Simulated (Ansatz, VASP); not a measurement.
# PbS in VASP and in Ansatz

```
Pb S
1.0
     0.00000    3.03263    3.03263
     3.03263    0.00000    3.03263
     3.03263    3.03263    0.00000
Pb S
1 1
Direct
  0.00000 0.00000 0.00000
  0.50000 0.50000 0.50000
```

Alike in both runs: task single point; functional LDA; k mesh 8 × 8 × 8; occupations fermi-dirac, width 0.06 eV; no spin polarisation.

```csv
,VASP,Ansatz
version,VASP 6.6.1,Ansatz 0.2 development build
potentials or method,"VASP PAW LDA potentials, release 64 (Pb_d, S), cutoff 520 eV","all-electron full-potential LAPW, scalar-relativistic"
```

VASP gave:

| Quantity | Value |
| --- | --- |
| pressure (GPa) | -5.6 |

**Question.** Which values does Ansatz return?

**Answer.** Pressure (GPa): -5.7.

LDA's correlation is that of Perdew and Zunger in VASP and of Perdew and Wang (1992) in Ansatz. Ansatz ran all-electron here, and VASP with PAW potentials.

Neither program's run includes spin-orbit coupling.
